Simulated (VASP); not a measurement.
# WSe2 in VASP: a series of runs

The runs below take WSe2 through single point, with PBEsol.

All numbers are computed with VASP 6.6.1; they aren't measurements. Logs are shortened: lines on timing, memory, paths and dates and some standing lists are left out, and cuts for length are marked.

## 1. The cell of the first run

The cell holds a slab with vacuum, 3 atoms: a = 3.270 Å, b = 3.270 Å, c = 16.661 Å, α = 90.00°, β = 90.00°, γ = 120.00°.

## 2. Single point, PBEsol (atom 1 (W) moved by +0.000 Å along [1 0 0] and -0.277 Å along [1 2 0])

Input file INCAR:

```
PREC = Accurate ; ENCUT = 520
EDIFF = 1E-6 ; ISMEAR = 0
SIGMA = 0.05 ; LREAL = False
LASPH = True ; NELM = 80
ALGO = Normal ; ISIF = 2
LWAVE = False ; LCHARG = False
GGA = PS ; NBANDS = 20
```

Input file KPOINTS:

```
Automatic mesh
0
Gamma
  9 9 2
```

Input file POSCAR:

```
WSe2
1.0
    3.2702124385      0.0000000000      0.0000000000
   -1.6351062193      2.8320870475      0.0000000000
    0.0000000000      0.0000000000     16.6611438686
W Se
1 2
Direct
   -0.0488508996     -0.0977017992      0.0000000000
    0.3333333333      0.6666666667      0.1003991028
    0.3333333333      0.6666666667      0.8996008972
```

Potentials or basis: VASP PAW PBE potentials, release 64 (W_sv, Se).

Launch:

```console
$ cat potpaw_PBE.64/W_sv/POTCAR potpaw_PBE.64/Se/POTCAR > POTCAR
$ mpirun -np 1 vasp_std > vasp.out
```

OUTCAR:

```text
PREC = Accurate
   ENCUT = 520
   EDIFF = 1E-6
   ISMEAR = 0
   LREAL = False
   LASPH = True
   NELM = 80
   ISIF = 2
   GGA = PS

 ion  position               nearest neighbor table
   1  0.951  0.902  0.000-   2 2.43   3 2.43   2 2.43   3 2.43   2 2.74   3 2.74
   2  0.333  0.667  0.100-   1 2.43   1 2.43   1 2.74
   3  0.333  0.667  0.900-   1 2.43   1 2.43   1 2.74

  LATTYP: Found a hexagonal cell.
 ALAT       =     3.2702124385
 C/A-ratio  =     5.0948200406

  Lattice vectors:

 A1 = (   3.2702124385,   0.0000000000,   0.0000000000)
 A2 = (  -1.6351062193,   2.8320870475,   0.0000000000)
 A3 = (   0.0000000000,   0.0000000000,  16.6611438686)

Analysis of symmetry for initial positions (statically):
=====================================================================
 Subroutine PRICEL returns:
 Original cell was already a primitive cell.

 Routine SETGRP: Setting up the symmetry group for a
 hexagonal supercell.

 Subroutine GETGRP returns: Found  4 space group operations
 (whereof  4 operations were pure point group operations)
 out of a pool of 24 trial point group operations.

The static configuration has the point symmetry C_2v.

Analysis of symmetry for dynamics (positions and initial velocities):
=====================================================================
 Subroutine PRICEL returns:
 Original cell was already a primitive cell.

 Routine SETGRP: Setting up the symmetry group for a
 hexagonal supercell.

 Subroutine GETGRP returns: Found  4 space group operations
 (whereof  4 operations were pure point group operations)
 out of a pool of 24 trial point group operations.

The dynamic configuration has the point symmetry C_2v.

 Subroutine INISYM returns: Found  4 space group operations
 (whereof  4 operations are pure point group operations),
 and found     1 'primitive' translations

----------------------------------------------------------------------------------------

                                     Primitive cell

  volume of cell :     154.3076

  direct lattice vectors                    reciprocal lattice vectors
     3.270212439  0.000000000  0.000000000     0.305790532  0.176548246  0.000000000
    -1.635106219  2.832087047  0.000000000     0.000000000  0.353096491  0.000000000
     0.000000000  0.000000000 16.661143869     0.000000000  0.000000000  0.060019889

  length of vectors
     3.270212439  3.270212439 16.661143869     0.353096491  0.353096491  0.060019889

  position of ions in fractional coordinates (direct lattice)
     0.951149100  0.902298201  0.000000000
     0.333333333  0.666666667  0.100399103
     0.333333333  0.666666667  0.899600897

  ion indices of the primitive-cell ions
   primitive index   ion index
                 1           1
                 2           2
                 3           3

----------------------------------------------------------------------------------------

 KPOINTS: Automatic mesh

Automatic generation of k-mesh.
 Grid dimensions read from file:
 generate k-points for:    9    9    2

 Generating k-lattice:

  Cartesian coordinates                     Fractional coordinates (reciprocal lattice)
     0.033976726  0.019616472  0.000000000     0.111111111 -0.000000000  0.000000000
     0.000000000  0.039232943  0.000000000     0.000000000  0.111111111  0.000000000
     0.000000000  0.000000000  0.030009944     0.000000000  0.000000000  0.500000000

  Length of vectors
     0.039232943  0.039232943  0.030009944

  Shift w.r.t. Gamma in fractional coordinates (k-lattice)
     0.000000000  0.000000000  0.000000000

 Subroutine IBZKPT returns following result:
 ===========================================

 Found     50 irreducible k-points:

 Following reciprocal coordinates:
            Coordinates               Weight
  0.000000  0.000000  0.000000      1.000000
  0.111111 -0.000000  0.000000      4.000000
  0.000000  0.111111  0.000000      2.000000
  0.222222 -0.000000  0.000000      4.000000
  0.000000  0.222222  0.000000      2.000000
  0.333333  0.000000  0.000000      4.000000
[... 16 lines left out ...]
 -0.222222 -0.444444  0.000000      4.000000
  0.444444  0.333333  0.000000      4.000000
 [... further k-points ...]
   k-points           NKPTS =     50   k-points in BZ     NKDIM =     50   number of bands    NBANDS=     20
   number of dos      NEDOS =    301   number of ions     NIONS =      3
   total plane-waves  NPLWV =  72576
   dimension x,y,z NGX =    24 NGY =   24 NGZ =  126
   dimension x,y,z NGXF=    48 NGYF=   48 NGZF=  252
   ions per type =               1   2
   NGX,Y,Z   is equivalent  to a cutoff of  12.20, 12.20, 12.57 a.u.
   NGXF,Y,Z  is equivalent  to a cutoff of  24.40, 24.40, 25.14 a.u.
 SYSTEM =  unknown system
   PREC   = accura    normal or accurate (medium, high low for compatibility)
   ISTART =      0    job   : 0-new  1-cont  2-samecut
   ICHARG =      2    charge: 1-file 2-atom 10-const
   ISPIN  =      1    spin polarized calculation?
   LNONCOLLINEAR =      F non collinear calculations
   LSORBIT =      F    spin-orbit coupling
   LASPH  =      T    aspherical Exc in radial PAW
   ENCUT  =  520.0 eV  38.22 Ry    6.18 a.u.   6.08  6.08 30.98*2*pi/ulx,y,z
   NELM   =     80;   NELMIN=  2; NELMDL= -5     # of ELM steps
   EDIFF  = 0.1E-05   stopping-criterion for ELM
   LREAL  =      F    real-space projection
   EDIFFG = 0.1E-04   stopping-criterion for IOM
   NSW    =      0    number of steps for IOM
   IBRION =     -1    ionic relax: 0-MD 1-quasi-New 2-CG
   NFREE  =      0    steps in history (QN), initial steepest desc. (CG)
   ISIF   =      2    stress and relaxation
   ISYM   =      2    0-nonsym 1-usesym 2-fastsym
   POTIM  = 0.5000    time-step for ionic-motion
   TEBEG  =    0.0;   TEEND  =   0.0 temperature during run
   PSTRESS=    0.0 pullay stress
   NELECT =      26.0000    total number of electrons
   NUPDOWN=      -1.0000    fix difference up-down
   EMIN   =  10.00;   EMAX   =-10.00  energy-range for DOS
   EFERMI =   0.00;   METHOD = LEGACY
   ISMEAR =     0;   SIGMA  =   0.05  broadening in eV -4-tet -1-fermi 0-gaus
   EFERMI_NEDOS =   21; number of points for ismear=-14 and -15
   IALGO  =     38    algorithm
   IMIX   =      4    mixing-type and parameters
     AMIX     =   0.40;   BMIX     =  1.00
     AMIX_MAG =   1.60;   BMIX_MAG =  1.00
  volume/ion in A,a.u.               =      51.44       347.11
  Fermi-wavevector in a.u.,A,eV,Ry     =   0.904212  1.708712 11.124109  0.817599
  Thomas-Fermi vector in A             =   2.027631
   LORBIT       =      0    0 simple, 1 ext, 2 COOP (PROOUT), +10 PAW based schemes
   GGA     = PS    functional components
   LHFCALC =     F    Hartree Fock is set to
   AEXX    =    0.0000 exact exchange contribution
   IVDW    =     0    specifies the selected vdW correction
   LEPSILON=     F    determine dielectric tensor
   LRPA    =     F    only Hartree local field effects (RPA)
 non-spin polarized calculation
 Gauss-broadening in eV      SIGMA  =   0.05
  energy-cutoff  :      520.00
  volume of cell :      154.31
 maximum number of plane-waves:      4212
   NGX = 13   NGY = 13   NGZ = 61

 number of electron      25.9999997 magnetization

 Free energy of the ion-electron system (eV)
  ---------------------------------------------------
  ext. energy  EPLUGINS =         0.00000000
  ---------------------------------------------------
  free energy    TOTEN  =       -22.56253673 eV

  energy without entropy =      -22.56253673  energy(sigma->0) =      -22.56253673

 E-fermi :  -0.3116     XC(G=0):  -4.8450

 val. band max:       -0.6853287272   @ k =   0.0000   0.0000   0.0000
 cond. band min:       0.6847551499   @ k =  -0.1111   0.3333   0.0000
 fundamental gap:      1.3700838771
 Fermi energy:        -0.3116479384

 k-point     1 :       0.0000    0.0000    0.0000
  band No.  band energies     occupation
      1     -74.7459      2.00000
      2     -39.0586      2.00000
      3     -38.9159      2.00000
      4     -38.8230      2.00000
      5     -15.7607      2.00000
      6     -14.4369      2.00000
[... 12 lines left out ...]
     19       4.1965      0.00000
     20       4.8984      0.00000

 k-point     2 :       0.1111   -0.0000    0.0000
  band No.  band energies     occupation
      1     -74.7446      2.00000
      2     -39.0525      2.00000
      3     -38.9428      2.00000
      4     -38.8340      2.00000
      5     -15.5607      2.00000
      6     -14.3544      2.00000
[... 12 lines left out ...]
     19       4.4821      0.00000
     20       5.3156      0.00000

 k-point     3 :       0.0000    0.1111    0.0000
  band No.  band energies     occupation
      1     -74.7446      2.00000
      2     -39.0536      2.00000
      3     -38.9227      2.00000
      4     -38.8512      2.00000
      5     -15.5853      2.00000
      6     -14.3235      2.00000
[... 12 lines left out ...]
     19       4.4266      0.00000
     20       5.2523      0.00000

 k-point     4 :       0.2222   -0.0000    0.0000
  band No.  band energies     occupation
      1     -74.7411      2.00000
      2     -39.0369      2.00000
      3     -39.0146      2.00000
      4     -38.8574      2.00000
      5     -15.0053      2.00000
      6     -14.1315      2.00000
[... 12 lines left out ...]
     19       5.2102      0.00000
     20       5.9416      0.00000

 k-point     5 :       0.0000    0.2222    0.0000
  band No.  band energies     occupation
      1     -74.7414      2.00000
      2     -39.0408      2.00000
      3     -38.9397      2.00000
      4     -38.9222      2.00000
      5     -15.1054      2.00000
      6     -14.0072      2.00000
[... 12 lines left out ...]
     19       5.0635      0.00000
     20       5.8278      0.00000

 k-point     6 :       0.3333    0.0000    0.0000
  band No.  band energies     occupation
      1     -74.7372      2.00000
      2     -39.0983      2.00000
      3     -39.0191      2.00000
      4     -38.8806      2.00000
      5     -14.2460      2.00000
      6     -13.8478      2.00000
[... 12 lines left out ...]
     19       5.7576      0.00000
     20       6.2331      0.00000

 k-point     7 :       0.0000    0.3333    0.0000
  band No.  band energies     occupation
      1     -74.7377      2.00000
      2     -39.0263      2.00000
      3     -39.0017      2.00000
      4     -38.9590      2.00000
      5     -14.4732      2.00000
      6     -13.5774      2.00000
[... 12 lines left out ...]
     19       5.9177      0.00000
     20       5.9707      0.00000
[... 277 lines left out ...]
 k-point    20 :       0.2222    0.2222    0.0000
  band No.  band energies     occupation
      1     -74.7358      2.00000
      2     -39.0600      2.00000
      3     -39.0159      2.00000
      4     -38.9546      2.00000
      5     -14.0283      2.00000
      6     -13.5168      2.00000
[... 12 lines left out ...]
     19       6.3127      0.00000
     20       6.6137      0.00000

 k-point    21 :      -0.4444    0.2222    0.0000
  band No.  band energies     occupation
      1     -74.7355      2.00000
      2     -39.1241      2.00000
      3     -39.0106      2.00000
      4     -38.9036      2.00000
      5     -13.8508      2.00000
      6     -13.7360      2.00000
[... 12 lines left out ...]
     19       6.3739      0.00000
     20       6.8316      0.00000

 k-point    22 :       0.3333    0.2222    0.0000
  band No.  band energies     occupation
      1     -74.7338      2.00000
      2     -39.1129      2.00000
      3     -39.0054      2.00000
      4     -38.9590      2.00000
      5     -13.4841      2.00000
      6     -13.3978      2.00000
[... 12 lines left out ...]
     19       6.3508      0.00000
     20       7.4660      0.00000

 k-point    23 :      -0.2222   -0.4444    0.0000
  band No.  band energies     occupation
      1     -74.7340      2.00000
      2     -39.0557      2.00000
      3     -39.0086      2.00000
      4     -39.0082      2.00000
      5     -13.6193      2.00000
      6     -13.2465      2.00000
[... 12 lines left out ...]
     19       6.7020      0.00000
     20       7.5419      0.00000

 k-point    24 :       0.4444    0.3333    0.0000
  band No.  band energies     occupation
      1     -74.7336      2.00000
      2     -39.1374      2.00000
      3     -39.0033      2.00000
      4     -38.9396      2.00000
      5     -13.4948      2.00000
      6     -13.4021      2.00000
[... 12 lines left out ...]
     19       7.0093      0.00000
     20       7.4072      0.00000

 [... further k-points ...]
[... 5 lines left out ...]
  --------------------------------------------------------------------------------------
  -------------------------------------------------------------------------------------
  Total        3.1815547     -1.3689356      2.7709930      0.0000000      0.0000000      0.0000000
  in kB       33.0341093    -14.2136696     28.7712431      0.0000000      0.0000000      0.0000000
  external PRESSURE =      15.8638943 kB  Pullay stress =       0.0000000 kB

 VOLUME and BASIS-vectors are now :
 -----------------------------------------------------------------------------
  energy-cutoff  :      520.00
  volume of cell :      154.31
      direct lattice vectors                 reciprocal lattice vectors
     3.270212439  0.000000000  0.000000000     0.305790532  0.176548246  0.000000000
    -1.635106219  2.832087047  0.000000000     0.000000000  0.353096491  0.000000000
     0.000000000  0.000000000 16.661143869     0.000000000  0.000000000  0.060019889

 POSITION                                       TOTAL-FORCE (eV/Angst)
 -----------------------------------------------------------------------------------
      1.63511      2.55539      0.00000        -0.000000      4.561170      0.000000
     -0.00000      1.88806      1.67276         0.000000     -2.280585      0.831522
     -0.00000      1.88806     14.98838         0.000000     -2.280585     -0.831522
 -----------------------------------------------------------------------------------
    total drift:                                0.000000      0.000019      0.000000

  FREE ENERGIE OF THE ION-ELECTRON SYSTEM (eV)
  ---------------------------------------------------
  free  energy   TOTEN  =       -22.5625367289 eV

  energy  without entropy=      -22.5625367289  energy(sigma->0) =      -22.56253673
```

Wall time 74 s (1 thread of Intel Xeon 6975P-C (Granite Rapids), shared host); peak memory 0.34 GiB.

What came out:

```yaml
Free_energy: -22.5625 eV
Largest_force: 4.561 eV/Å
Band_gap_on_the_k_mesh: 1.37 eV, indirect (least direct gap 1.59 eV)
```

Forces in eV/Å, atoms in the order of the input:
```
W    0.000  4.561  0.000
Se   0.000 -2.281  0.832
Se   0.000 -2.281 -0.832
```

Levels at points of the mesh, in eV from the valence-band top:
| k point | band 10 | band 11 | band 12 | band 13 | band 14 | band 15 | band 16 | band 17 |
| --- | --- | --- | --- | --- | --- | --- | --- | --- |
| (0.00, 0.00, 0.00) | -2.36 | -2.12 | -0.61 | 0.00 | 1.59 | 2.38 | 2.82 | 4.24 |
| (0.00, 0.00, 0.50) | -2.36 | -2.12 | -0.61 | 0.00 | 1.59 | 2.38 | 2.82 | 4.24 |

Caveat: the cell differs from its parent crystal (atom 1 (W) moved by +0.000 Å along [1 0 0] and -0.277 Å along [1 2 0]); the PAW data sets were made with another functional, which shifts forces and pressure a little; spin-orbit coupling is left out, which moves the levels of the heavy elements.

## 3. Single point, PBEsol (atom 1 (W) moved by -0.553 Å along [1 0 0] and -0.830 Å along [1 2 0])

Input file INCAR:

```
SYSTEM = WSe2
PREC = Accurate
ENCUT = 520
EDIFF = 1E-6
ISMEAR = 0
SIGMA = 0.05
LREAL = .False.
LASPH = .True.
NELM = 60
ALGO = Normal
ISIF = 2
LWAVE = .False.
LCHARG = .False.
GGA = PS
NBANDS = 20
```

Input file KPOINTS:

```
regular mesh
0
Gamma
  9 9 2
  0 0 0
```

POSCAR: that of step 2 with these lines changed.

```diff
@@ -8,3 +8,3 @@
 Direct
-   -0.0488508996     -0.0977017992      0.0000000000
+   -0.3157289451     -0.2930700879      0.0000000000
     0.3333333333      0.6666666667      0.1003991028
```

Potentials or basis: VASP PAW PBE potentials, release 64 (W_sv, Se).

Launch:

```console
$ cat potpaw_PBE.64/W_sv/POTCAR potpaw_PBE.64/Se/POTCAR > POTCAR
$ mpirun -np 1 vasp_std > vasp.out
```

Run time: 1.9 min. Hardware: 1 thread of Intel Xeon 6975P-C (Granite Rapids), shared host; peak memory 0.41 GiB.

It converged, with:

```yaml
Free_energy: -16.6204 eV
Largest_force: 14.047 eV/Å
Band_gap_on_the_k_mesh: zero (band 13 reaches 1.13 eV, above the bottom of band 14 at 0.50 eV)
```

Forces in eV/Å, atoms in the order of the input:
```
W    13.824   2.492   0.000
Se   -6.912  -1.246  10.881
Se   -6.912  -1.246 -10.881
```

Levels at points of the mesh, in eV from the Fermi level:
| k point | band 11 | band 12 | band 13 | band 14 | band 15 | band 16 |
| --- | --- | --- | --- | --- | --- | --- |
| (0.00, 0.00, 0.00) | -2.53 | -2.49 | -2.43 | 0.87 | 1.72 | 1.81 |
| (0.00, 0.00, 0.50) | -2.53 | -2.49 | -2.43 | 0.87 | 1.72 | 1.81 |

Caveat: the cell differs from its parent crystal (atom 1 (W) moved by -0.553 Å along [1 0 0] and -0.830 Å along [1 2 0]); the PAW data sets were made with another functional, which shifts forces and pressure a little; spin-orbit coupling is left out, which moves the levels of the heavy elements.

## 4. Single point, PBEsol (atom 1 (W) moved by -0.277 Å along [1 0 0] and +0.277 Å along [1 2 0])

Input file INCAR:

```
ALGO = Normal
EDIFF = 1E-7
ENCUT = 520
GGA = PS
ISIF = 2
ISMEAR = 0
LASPH = T
LCHARG = T
LELF = T
LREAL = F
LVHAR = T
LWAVE = F
NBANDS = 20
NELM = 60
PREC = Accurate
SIGMA = 0.05
```

Input file KPOINTS:

```
k-points
0
Gamma
  9 9 2
```

POSCAR: that of step 3 with these lines changed.

```diff
@@ -8,3 +8,3 @@
 Direct
-   -0.3157289451     -0.2930700879      0.0000000000
+   -0.0357613405      0.0977017992      0.0000000000
     0.3333333333      0.6666666667      0.1003991028
```

Launch:

```console
$ cat potpaw_PBE.64/W_sv/POTCAR potpaw_PBE.64/Se/POTCAR > POTCAR
$ mpirun -np 1 vasp_std > vasp.out
```

It took 2 min on 1 thread of Intel Xeon 6975P-C (Granite Rapids), shared host; peak memory 0.42 GiB.

The run converged. Its results:

```
Free energy            : -21.9341 eV
Largest force          : 5.996 eV/Å
Band gap on the k mesh : 0.67 eV, indirect (the least direct gap lies 1.4 meV higher)
```

Forces on the atoms (eV/Å):
```
W    3.765 -4.667  0.000
Se  -1.882  2.333  1.577
Se  -1.882  2.333 -1.577
```

Levels at points of the mesh, in eV from the valence-band top:
| k point | band 10 | band 11 | band 12 | band 13 | band 14 | band 15 | band 16 | band 17 |
| --- | --- | --- | --- | --- | --- | --- | --- | --- |
| (0.00, 0.00, 0.00) | -2.80 | -2.45 | -1.16 | 0.00 | 0.67 | 1.45 | 2.14 | 3.92 |
| (0.00, 0.00, 0.50) | -2.80 | -2.45 | -1.16 | 0.00 | 0.67 | 1.45 | 2.14 | 4.05 |

Caveat: the cell differs from its parent crystal (atom 1 (W) moved by -0.277 Å along [1 0 0] and +0.277 Å along [1 2 0]); the PAW data sets were made with another functional, which shifts forces and pressure a little; spin-orbit coupling is left out, which moves the levels of the heavy elements.
